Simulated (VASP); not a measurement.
# GaAs (F-43m) in VASP: settings compared, part 2 of 2

VASP 6.6.1.

## (5) Single point, PBE0 (volume scaled by 0.88)

File POSCAR:

```
GaAs
1.0
    0.0000000000      2.7089250450      2.7089250450
    2.7089250450      0.0000000000      2.7089250450
    2.7089250450      2.7089250450      0.0000000000
As Ga
1 1
Direct
    0.2500000000      0.2500000000      0.2500000000
    0.0000000000      0.0000000000      0.0000000000
```

File INCAR.step1:

```
SYSTEM = GaAs
  PREC = Accurate
  ENCUT = 520
  EDIFF = 1E-5
  ISMEAR = 0
  SIGMA = 0.1
  LREAL = .FALSE.
  LASPH = .TRUE.
  NELM = 100
  ALGO = Normal
  ISIF = 2
  LWAVE = .TRUE.
  GGA = PE
  NBANDS = 16
```

File INCAR.step2:

```
SYSTEM = GaAs
  PREC = Accurate
  ENCUT = 520
  EDIFF = 1E-7
  ISMEAR = 0
  SIGMA = 0.1
  LREAL = .FALSE.
  LASPH = .TRUE.
  NELM = 100
  ALGO = Normal
  ISIF = 2
  LWAVE = .FALSE.
  LCHARG = .TRUE.
  GGA = PE
  LHFCALC = .TRUE.
  AEXX = 0.25
  PRECFOCK = Normal
  LELF = .TRUE.
  LVHAR = .TRUE.
  ISTART = 1
  NBANDS = 16
```

File KPOINTS:

```
regular mesh
0
G
  5 5 5
  0 0 0
```

Potentials or basis: VASP PAW PBE potentials, release 64 (As, Ga_d).

On the command line:

```bash
> cat potpaw_PBE.64/As/POTCAR potpaw_PBE.64/Ga_d/POTCAR > POTCAR
> cp INCAR.step1 INCAR
> mpirun -np 1 vasp_std > vasp.out
> cp INCAR.step2 INCAR
> mpirun -np 1 vasp_std > vasp.out
```

OUTCAR:

```text
SYSTEM = GaAs
   PREC = Accurate
   ENCUT = 520
   EDIFF = 1E-7
   ISMEAR = 0
   LREAL = .FALSE.
   LASPH = .TRUE.
   NELM = 100
   ISIF = 2
   GGA = PE
   LHFCALC = .TRUE.
   AEXX = 0.25
   PRECFOCK = Normal
   ISTART = 1

 ion  position               nearest neighbor table
   1  0.250  0.250  0.250-   2 2.35   2 2.35   2 2.35   2 2.35
   2  0.000  0.000  0.000-   1 2.35   1 2.35   1 2.35   1 2.35

  LATTYP: Found a face centered cubic cell.
 ALAT       =     5.4178500900

  Lattice vectors:

 A1 = (   0.0000000000,   2.7089250450,   2.7089250450)
 A2 = (   2.7089250450,   0.0000000000,   2.7089250450)
 A3 = (   2.7089250450,   2.7089250450,   0.0000000000)

Analysis of symmetry for initial positions (statically):
=====================================================================
 Subroutine PRICEL returns:
 Original cell was already a primitive cell.

 Routine SETGRP: Setting up the symmetry group for a
 face centered cubic supercell.

 Subroutine GETGRP returns: Found 24 space group operations
 (whereof 24 operations were pure point group operations)
 out of a pool of 48 trial point group operations.

The static configuration has the point symmetry T_d .

Analysis of symmetry for dynamics (positions and initial velocities):
=====================================================================
 Subroutine PRICEL returns:
 Original cell was already a primitive cell.

 Routine SETGRP: Setting up the symmetry group for a
 face centered cubic supercell.

 Subroutine GETGRP returns: Found 24 space group operations
 (whereof 24 operations were pure point group operations)
 out of a pool of 48 trial point group operations.

The dynamic configuration has the point symmetry T_d .

 Subroutine INISYM returns: Found 24 space group operations
 (whereof 24 operations are pure point group operations),
 and found     1 'primitive' translations

----------------------------------------------------------------------------------------

                                     Primitive cell

  volume of cell :      39.7577

  direct lattice vectors                    reciprocal lattice vectors
     0.000000000  2.708925045  2.708925045    -0.184575059  0.184575059  0.184575059
     2.708925045  0.000000000  2.708925045     0.184575059 -0.184575059  0.184575059
     2.708925045  2.708925045  0.000000000     0.184575059  0.184575059 -0.184575059

  length of vectors
     3.830998538  3.830998538  3.830998538     0.319693380  0.319693380  0.319693380

  position of ions in fractional coordinates (direct lattice)
     0.250000000  0.250000000  0.250000000
     0.000000000  0.000000000  0.000000000

  ion indices of the primitive-cell ions
   primitive index   ion index
                 1           1
                 2           2

----------------------------------------------------------------------------------------

 KPOINTS: regular mesh

Automatic generation of k-mesh.
 Grid dimensions read from file:
 generate k-points for:    5    5    5

[... 23 lines left out ...]
  0.200000  0.200000  0.000000      6.000000
  0.400000  0.200000  0.000000     24.000000
 -0.400000  0.200000  0.000000     24.000000
 -0.200000  0.200000  0.000000     12.000000
  0.400000  0.400000  0.000000      6.000000
 -0.400000  0.400000  0.000000     12.000000
 -0.400000  0.400000  0.200000     24.000000
   k-points           NKPTS =     10   k-points in BZ     NKDIM =    125   number of bands    NBANDS=     16
   number of dos      NEDOS =    301   number of ions     NIONS =      2
   total plane-waves  NPLWV =  21952
   dimension x,y,z NGX =    28 NGY =   28 NGZ =   28
   dimension x,y,z NGXF=    56 NGYF=   56 NGZF=   56
   ions per type =               1   1
   NGX,Y,Z   is equivalent  to a cutoff of  12.15, 12.15, 12.15 a.u.
   NGXF,Y,Z  is equivalent  to a cutoff of  24.30, 24.30, 24.30 a.u.
 SYSTEM =  GaAs
   PREC   = accura    normal or accurate (medium, high low for compatibility)
   ISTART =      1    job   : 0-new  1-cont  2-samecut
   ICHARG =      0    charge: 1-file 2-atom 10-const
   ISPIN  =      1    spin polarized calculation?
   LNONCOLLINEAR =      F non collinear calculations
   LSORBIT =      F    spin-orbit coupling
   LASPH  =      T    aspherical Exc in radial PAW
   ENCUT  =  520.0 eV  38.22 Ry    6.18 a.u.   7.12  7.12  7.12*2*pi/ulx,y,z
   NELM   =    100;   NELMIN=  2; NELMDL=  0     # of ELM steps
   EDIFF  = 0.1E-06   stopping-criterion for ELM
   LREAL  =      F    real-space projection
   EDIFFG = 0.1E-05   stopping-criterion for IOM
   NSW    =      0    number of steps for IOM
   IBRION =     -1    ionic relax: 0-MD 1-quasi-New 2-CG
   NFREE  =      0    steps in history (QN), initial steepest desc. (CG)
   ISIF   =      2    stress and relaxation
   ISYM   =      3    0-nonsym 1-usesym 2-fastsym
   POTIM  = 0.5000    time-step for ionic-motion
   TEBEG  =    0.0;   TEEND  =   0.0 temperature during run
   PSTRESS=    0.0 pullay stress
   NELECT =      18.0000    total number of electrons
   NUPDOWN=      -1.0000    fix difference up-down
   EMIN   =  10.00;   EMAX   =-10.00  energy-range for DOS
   EFERMI =   0.00;   METHOD = LEGACY
   ISMEAR =     0;   SIGMA  =   0.10  broadening in eV -4-tet -1-fermi 0-gaus
   EFERMI_NEDOS =   21; number of points for ismear=-14 and -15
   IALGO  =     38    algorithm
   IMIX   =      1    mixing-type and parameters
     AMIX     =   0.40;   BMIX     =  1.00
     AMIX_MAG =   1.60;   BMIX_MAG =  1.00
  volume/ion in A,a.u.               =      19.88       134.15
  Fermi-wavevector in a.u.,A,eV,Ry     =   1.257068  2.375514 21.500189  1.580219
  Thomas-Fermi vector in A             =   2.390745
   LORBIT       =      0    0 simple, 1 ext, 2 COOP (PROOUT), +10 PAW based schemes
   GGA     = PE    functional components
   LHFCALC =     T    Hartree Fock is set to
   PRECFOCK=normal    Normal, Fast or Accurate (Low or Medium for compatibility)
   ENCUT4O =  -1.0   cutoff for four orbital integrals eV
   NKREDX  =     1    reduce k-point grid by
   NKREDY  =     1    reduce k-point grid by
   NKREDZ  =     1    reduce k-point grid by
   AEXX    =    0.2500 exact exchange contribution
   HFSCREEN=    0.0000 screening length (either q_TF or 0.3 A-1)
   HFSCREENC=   0.0000 screening length for correlation (either q_TF or 0.3 A-1)
   ENCUTFOCK=  -1.0 apply spherical cutoff to Coloumb kernel
   IVDW    =     0    specifies the selected vdW correction
   LEPSILON=     F    determine dielectric tensor
   LRPA    =     F    only Hartree local field effects (RPA)
 non-spin polarized calculation
 Gauss-broadening in eV      SIGMA  =   0.10
  energy-cutoff  :      520.00
  volume of cell :       39.76
 maximum number of plane-waves:      1082
  NGX = 24; NGY = 24; NGZ = 24

 number of electron      18.0000010 magnetization

 Free energy of the ion-electron system (eV)
  ---------------------------------------------------
  ext. energy  EPLUGINS =         0.00000000
  ---------------------------------------------------
  free energy    TOTEN  =       -10.48253281 eV

  energy without entropy =      -10.48253281  energy(sigma->0) =      -10.48253281

 E-fermi :   4.8905     XC(G=0):  -8.0294

 val. band max:        4.4319875088   @ k =   0.0000   0.0000   0.0000
 cond. band min:       6.9759701334   @ k =   0.4000   0.4000   0.0000
 fundamental gap:      2.5439826246
 Fermi energy:         4.8905000244

 k-point     1 :       0.0000    0.0000    0.0000
  band No.  band energies     occupation
      1     -13.2248      2.00000
      2     -13.2248      2.00000
      3     -13.2248      2.00000
      4     -13.1084      2.00000
      5     -13.1084      2.00000
      6     -10.6682      2.00000
[... 167 lines left out ...]
      3     -13.1677      2.00000
      4     -13.1257      2.00000
      5     -13.1027      2.00000
      6      -7.6050      2.00000
[... 8 lines left out ...]
     15      18.3410      0.00000
     16      21.4502      0.00000

------------------------ aborting loop because EDIFF is reached ----------------------------------------

  FORCE on cell =-STRESS in cart. coord.  units (eV):
  Direction    XX          YY          ZZ          XY          YZ          ZX
  --------------------------------------------------------------------------------------
  -------------------------------------------------------------------------------------
  Total        3.4629276      3.4629276      3.4629276      0.0000000     -0.0000000     -0.0000000
  in kB      139.5510239    139.5510239    139.5510239      0.0000000     -0.0000000     -0.0000000
  external PRESSURE =     139.5510239 kB  Pullay stress =       0.0000000 kB

 VOLUME and BASIS-vectors are now :
 -----------------------------------------------------------------------------
  energy-cutoff  :      520.00
  volume of cell :       39.76
      direct lattice vectors                 reciprocal lattice vectors
     0.000000000  2.708925045  2.708925045    -0.184575059  0.184575059  0.184575059
     2.708925045  0.000000000  2.708925045     0.184575059 -0.184575059  0.184575059
     2.708925045  2.708925045  0.000000000     0.184575059  0.184575059 -0.184575059

 POSITION                                       TOTAL-FORCE (eV/Angst)
 -----------------------------------------------------------------------------------
      1.35446      1.35446      1.35446        -0.000000     -0.000000     -0.000000
      0.00000      0.00000      0.00000         0.000000      0.000000      0.000000
 -----------------------------------------------------------------------------------
    total drift:                               -0.000034     -0.000032     -0.000023

  FREE ENERGIE OF THE ION-ELECTRON SYSTEM (eV)
  ---------------------------------------------------
  free  energy   TOTEN  =       -10.4825328134 eV

  energy  without entropy=      -10.4825328134  energy(sigma->0) =      -10.48253281
```

Wall time 12 min (1 thread of Intel Xeon Platinum 8488C (Sapphire Rapids), shared host); peak memory 0.19 GiB.

What came out:

| Item | Value |
| --- | --- |
| Free energy | -10.4825 eV |
| Pressure | 14.0 GPa |
| Band gap on the k mesh | 2.54 eV, indirect (least direct gap 3.25 eV) |

Levels at points of the mesh, in eV from the valence-band top:
```tsv
k point	band 6	band 7	band 8	band 9	band 10	band 11	band 12	band 13
(0.00, 0.00, 0.00)	-15.10	0.00	0.00	0.00	3.25	5.29	5.29	5.29
```

Caveat: the PAW data sets were made with another functional, which shifts forces and pressure a little.

## (6) The runs side by side

| task | level | cell | k mesh | cutoff (eV) | smearing | grid for exact exchange (PRECFOCK) | share of exact exchange | gap on the mesh (eV) | pressure (GPa) |
| --- | --- | --- | --- | --- | --- | --- | --- | --- | --- |
| relaxation of cell and atoms | PBEsol | relaxed to 30 GPa from a = 3.998 Å, angles 60.0°, 2 atoms | 8 × 8 × 8 | 600 | fermi-dirac 0.05 eV | - | - | 0.78 | 30.1 |
| single point | PBEsol-based global hybrid | a = 3.998 Å, angles 60.0°, 2 atoms | 4 × 4 × 4 | 520 | fermi-dirac 0.05 eV | Normal | 0.25 | 2.10 | -1.2 |
| single point | PBE | a = 3.998 Å, angles 60.0°, 2 atoms | 8 × 8 × 8 | 520 | gaussian 0.017 eV | - | - | 0.52 | 3.4 |
| single point | PBE0 | a = 3.831 Å, angles 60.0°, 2 atoms | 5 × 5 × 5 | 520 | gaussian 0.1 eV | Normal | - | 2.54 | 14.0 |

Alike in all rows: potentials or basis VASP PAW PBE potentials, release 64 (As, Ga_d); no spin polarisation.

Caveats: some runs use coarse meshes; the PAW data sets were made with another functional, which shifts forces and pressure a little (some runs); the cell is relaxed towards a set pressure, so the enthalpy falls and the energy may rise (some runs).

Absolute energies hang on the potentials; compare differences alone.
